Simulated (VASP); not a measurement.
Runs of VASP 6.6.1 on SiO2. The structure is that of space group P4_32_12 (No. 96), or close to it. The cells are those of the table. 

| cell | k mesh | smearing | gap on the mesh (eV) | pressure (GPa) | largest force (eV/Å) |
| --- | --- | --- | --- | --- | --- |
| a = 5.025, b = 5.025, c = 7.028 Å, 12 atoms | 6 × 6 × 4 | gaussian 0.02 eV | 5.46 | 0.0 | 0.02 |
| a = 4.982, b = 4.982, c = 6.948 Å, 12 atoms | 6 × 6 × 4 | gaussian 0.02 eV | (b) | (a) | 0.03 |
| a = 4.941, b = 4.941, c = 6.860 Å, 12 atoms | 4 × 4 × 4 | gaussian 0.05 eV | 5.56 | 0.6 | 0.03 |
| a = 4.941, b = 4.941, c = 6.860 Å, 12 atoms | 6 × 6 × 4 | gaussian 0.02 eV | 5.56 | 0.6 | 0.03 |

Alike in all rows: task single point; level LDA; potentials or basis VASP PAW LDA potentials, release 64 (Si, O); no spin polarisation; cutoff (eV) 520.

Question: Estimate the missing entries.

Answer: (a) 0.3; (b) 5.51.

A k mesh can miss the band edges.
